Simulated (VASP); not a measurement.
# MgB2 (P6/mmm) in VASP: notebook, part 2 of 2

VASP 6.6.1. The steps go on from the part before.

## (3) Electric field gradients, r2SCAN

This run uses another cell than the first one, of 9.68 Å³/atom, 1.014 times its volume.

POSCAR

```
MgB2
1.0
    3.0850000000      0.0000000000      0.0000000000
   -1.5425000000      2.6716883707      0.0000000000
    0.0000000000      0.0000000000      3.5230000000
Mg B
1 2
Direct
    0.0000000000      0.0000000000      0.0000000000
    0.3333333333      0.6666666667      0.5000000000
    0.6666666667      0.3333333333      0.5000000000
```

INCAR.step1

```
PREC = Accurate
ENCUT = 520
ISMEAR = 0
SIGMA = 0.05
LREAL = F
LASPH = T
NELM = 60
NBANDS = 11
GGA = PE
ALGO = Normal
EDIFF = 1E-4
LWAVE = T
LCHARG = F
```

INCAR.step2

```
PREC = Accurate
ENCUT = 520
EDIFF = 1E-8
ISMEAR = 0
SIGMA = 0.05
LREAL = F
LASPH = T
NELM = 60
ALGO = Normal
ISIF = 2
LWAVE = F
LCHARG = F
METAGGA = R2SCAN
LMIXTAU = T
LEFG = T
NBANDS = 11
ISTART = 1
```

KPOINTS

```
Automatic mesh
0
Gamma
  14 14 12
```

Potentials or basis: VASP PAW PBE potentials, release 64 (Mg, B).

The run is started by

```bash
> cat potpaw_PBE.64/Mg/POTCAR potpaw_PBE.64/B/POTCAR > POTCAR
> cp INCAR.step1 INCAR
> mpirun -np 1 vasp_std > vasp.out
> cp INCAR.step2 INCAR
> mpirun -np 1 vasp_std > vasp.out
```

OUTCAR:

```text
PREC = Accurate
   ENCUT = 520
   EDIFF = 1E-8
   ISMEAR = 0
   LREAL = F
   LASPH = T
   NELM = 60
   ISIF = 2
   METAGGA = R2SCAN
   ISTART = 1

 ion  position               nearest neighbor table
   1  0.000  0.000  0.000-   2 2.51   3 2.51   2 2.51   3 2.51   3 2.51   3 2.51   2 2.51   2 2.51
                             3 2.51   3 2.51   2 2.51   2 2.51
   2  0.333  0.667  0.500-   3 1.78   3 1.78   3 1.78   1 2.51   1 2.51   1 2.51   1 2.51   1 2.51
                             1 2.51
   3  0.667  0.333  0.500-   2 1.78   2 1.78   2 1.78   1 2.51   1 2.51   1 2.51   1 2.51   1 2.51
                             1 2.51

  LATTYP: Found a hexagonal cell.
 ALAT       =     3.0850000000
 C/A-ratio  =     1.1419773096

  Lattice vectors:

 A1 = (   3.0850000000,   0.0000000000,   0.0000000000)
 A2 = (  -1.5425000000,   2.6716883707,   0.0000000000)
 A3 = (   0.0000000000,   0.0000000000,   3.5230000000)

Analysis of symmetry for initial positions (statically):
=====================================================================
 Subroutine PRICEL returns:
 Original cell was already a primitive cell.

 Routine SETGRP: Setting up the symmetry group for a
 hexagonal supercell.

 Subroutine GETGRP returns: Found 24 space group operations
 (whereof 24 operations were pure point group operations)
 out of a pool of 24 trial point group operations.

The static configuration has the point symmetry D_6h.

Analysis of symmetry for dynamics (positions and initial velocities):
=====================================================================
 Subroutine PRICEL returns:
 Original cell was already a primitive cell.

 Routine SETGRP: Setting up the symmetry group for a
 hexagonal supercell.

 Subroutine GETGRP returns: Found 24 space group operations
 (whereof 24 operations were pure point group operations)
 out of a pool of 24 trial point group operations.

The dynamic configuration has the point symmetry D_6h.

 Subroutine INISYM returns: Found 24 space group operations
 (whereof 24 operations are pure point group operations),
 and found     1 'primitive' translations

----------------------------------------------------------------------------------------

                                     Primitive cell

  volume of cell :      29.0371

  direct lattice vectors                    reciprocal lattice vectors
     3.085000000  0.000000000  0.000000000     0.324149109  0.187147575  0.000000000
    -1.542500000  2.671688371  0.000000000     0.000000000  0.374295150  0.000000000
     0.000000000  0.000000000  3.523000000     0.000000000  0.000000000  0.283848992

  length of vectors
     3.085000000  3.085000000  3.523000000     0.374295150  0.374295150  0.283848992

  position of ions in fractional coordinates (direct lattice)
     0.000000000  0.000000000  0.000000000
     0.333333333  0.666666667  0.500000000
     0.666666667  0.333333333  0.500000000

  ion indices of the primitive-cell ions
   primitive index   ion index
                 1           1
                 2           2
                 3           3
[... 88 lines left out ...]
   EFERMI_NEDOS =   21; number of points for ismear=-14 and -15
   IALGO  =     38    algorithm
   IMIX   =      4    mixing-type and parameters
     AMIX     =   0.40;   BMIX     =  1.00
     AMIX_MAG =   1.60;   BMIX_MAG =  1.00
  volume/ion in A,a.u.               =       9.68        65.32
  Fermi-wavevector in a.u.,A,eV,Ry     =   1.065255  2.013040 15.439462  1.134768
  Thomas-Fermi vector in A             =   2.200801
   LORBIT       =      0    0 simple, 1 ext, 2 COOP (PROOUT), +10 PAW based schemes
   METAGGA = R2SCAN    functional components
   LHFCALC =     F    Hartree Fock is set to
   AEXX    =    0.0000 exact exchange contribution
   IVDW    =     0    specifies the selected vdW correction
   LEPSILON=     F    determine dielectric tensor
   LRPA    =     F    only Hartree local field effects (RPA)
 non-spin polarized calculation
 Gauss-broadening in eV      SIGMA  =   0.05
  energy-cutoff  :      520.00
  volume of cell :       29.04
 maximum number of plane-waves:       806
 NGX is ok and might be reduce to    24
   NGX = 11   NGY = 11   NGZ = 13

 number of electron       8.0000000 magnetization

 Free energy of the ion-electron system (eV)
  ---------------------------------------------------
  ext. energy  EPLUGINS =         0.00000000
  ---------------------------------------------------
  free energy    TOTEN  =       -19.40184440 eV

  energy without entropy =      -19.40123028  energy(sigma->0) =      -19.40153734

 E-fermi :   5.2758     XC(G=0): -11.5281

 val. band max:        5.2657906845   @ k =   0.0714   0.0000   0.1667
 cond. band min:       5.3102888374   @ k =   0.0714   0.0714   0.4167
 fundamental gap:      0.0444981529
 Fermi energy:         5.2758210085

 k-point     1 :       0.0000    0.0000    0.0000
  band No.  band energies     occupation
      1      -7.9410      2.00000
      2       2.1507      2.00000
      3       5.6620      0.00000
      4       5.6620      0.00000
      5       7.2420      0.00000
      6      11.8942      0.00000
      7      11.8942      0.00000
      8      13.7504      0.00000
      9      16.0742      0.00000
     10      19.0935      0.00000
     11      22.5315      0.00000
[... 309 lines left out ...]
 k-point    24 :       0.3571    0.2857    0.0000
  band No.  band energies     occupation
      1      -2.9040      2.00000
      2      -2.3453      2.00000
      3      -0.5857      2.00000
      4       6.7308      0.00000
      5       7.6175      0.00000
      6      11.7061      0.00000
      7      12.0548      0.00000
      8      14.7656      0.00000
      9      15.1505      0.00000
     10      17.8714      0.00000
     11      18.9317      0.00000

 [... further k-points ...]
[... 5 lines left out ...]
  --------------------------------------------------------------------------------------
  -------------------------------------------------------------------------------------
  Total       -0.5078936     -0.5078936     -0.4082742     -0.0000000      0.0000000      0.0000000
  in kB      -28.0239716    -28.0239716    -22.5272864     -0.0000000      0.0000000      0.0000000
  external PRESSURE =     -26.1917432 kB  Pullay stress =       0.0000000 kB

 VOLUME and BASIS-vectors are now :
 -----------------------------------------------------------------------------
  energy-cutoff  :      520.00
  volume of cell :       29.04
      direct lattice vectors                 reciprocal lattice vectors
     3.085000000  0.000000000  0.000000000     0.324149109  0.187147575  0.000000000
    -1.542500000  2.671688371  0.000000000     0.000000000  0.374295150  0.000000000
     0.000000000  0.000000000  3.523000000     0.000000000  0.000000000  0.283848992

 POSITION                                       TOTAL-FORCE (eV/Angst)
 -----------------------------------------------------------------------------------
      0.00000      0.00000      0.00000        -0.000000      0.000000      0.000000
     -0.00000      1.78113      1.76150        -0.000000      0.000000     -0.000000
      1.54250      0.89056      1.76150         0.000000     -0.000000      0.000000
 -----------------------------------------------------------------------------------
    total drift:                                0.000000     -0.000000      0.000000

  FREE ENERGIE OF THE ION-ELECTRON SYSTEM (eV)
  ---------------------------------------------------
  free  energy   TOTEN  =       -19.4018444038 eV

  energy  without entropy=      -19.4012302795  energy(sigma->0) =      -19.40153734

 Electric field gradients (V/A^2)
---------------------------------------------------------------------
 ion       V_xx      V_yy      V_zz      V_xy      V_xz      V_yz
---------------------------------------------------------------------
   1       0.057     0.057    -0.113    -0.000    -0.000    -0.000
   2      -9.768    -9.768    19.536    -0.000     0.000    -0.000
   3      -9.768    -9.768    19.536    -0.000     0.000    -0.000
---------------------------------------------------------------------

 Electric field gradients after diagonalization (V/A^2)
 (convention: |V_zz| > |V_xx| > |V_yy|)
----------------------------------------------------------------------
 ion       V_xx      V_yy      V_zz     asymmetry (V_yy - V_xx)/ V_zz
----------------------------------------------------------------------
   1       0.057     0.057    -0.113       0.000
   2      -9.768    -9.768    19.536       0.000
   3      -9.768    -9.768    19.536       0.000
----------------------------------------------------------------------

           NMR quadrupolar parameters

 Cq : quadrupolar parameter    Cq=e*Q*V_zz/h
 eta: asymmetry parameters     (V_yy - V_xx)/ V_zz
 Q  : nuclear electric quadrupole moment in mb (millibarn)
----------------------------------------------------------------------
 ion       Cq(MHz)       eta       Q (mb)
----------------------------------------------------------------------
   1      -0.000       0.000       1.000
   2       0.047       0.000       1.000
   3       0.047       0.000       1.000
----------------------------------------------------------------------
```

OUTCAR.step1:

```text
PREC = Accurate
   ENCUT = 520
   ISMEAR = 0
   LREAL = F
[... 566 lines left out ...]
      0.00000      0.00000      0.00000        -0.000000      0.000000      0.000000
     -0.00000      1.78113      1.76150        -0.000000      0.000000     -0.000000
      1.54250      0.89056      1.76150         0.000000     -0.000000      0.000000
 -----------------------------------------------------------------------------------
    total drift:                                0.000000     -0.000000      0.000000

  FREE ENERGIE OF THE ION-ELECTRON SYSTEM (eV)
  ---------------------------------------------------
  free  energy   TOTEN  =       -15.3238166973 eV

  energy  without entropy=      -15.3230155604  energy(sigma->0) =      -15.32341613
```

Run time: 7.1 min. Hardware: 1 thread of AMD EPYC 7R13, shared host; peak memory 0.17 GiB.

What came out:

```yaml
Free_energy: -19.4018 eV
Pressure: -2.6 GPa
Band_gap_on_the_k_mesh: zero (band 4 reaches 6.73 eV, above the bottom of band 5 at 3.59 eV)
```

Stress tensor (GPa, compression positive):
```
-2.80  0.00  0.00
 0.00 -2.80  0.00
 0.00  0.00 -2.25
```

Levels at points of the mesh, in eV from the Fermi level:
| k point | band 2 | band 3 | band 4 | band 5 | band 6 | band 7 |
| --- | --- | --- | --- | --- | --- | --- |
| (0.00, 0.00, 0.00) | -3.13 | 0.39 | 0.39 | 1.97 | 6.62 | 6.62 |
| (0.50, 0.00, 0.00) | -8.28 | -2.32 | 0.21 | 3.29 | 4.12 | 5.77 |
| (0.00, 0.00, 0.50) | -7.74 | 0.78 | 0.78 | 6.94 | 6.94 | 8.58 |
| (0.50, 0.00, 0.50) | -7.37 | -3.75 | -2.02 | -1.23 | 6.03 | 9.50 |

Electric field gradients, principal values (V/Å²):
| atom | least | middle | greatest (by size) |
| --- | --- | --- | --- |
| 1 Mg | 0.057 | 0.057 | -0.113 |
| 2 B | -9.768 | -9.768 | 19.536 |
| 3 B | -9.768 | -9.768 | 19.536 |

Caveat: without QUAD_EFG the Cq values of the log hold for a quadrupole moment of 1 mb, not for the nuclei; the PAW data sets were made with another functional, which shifts forces and pressure a little.
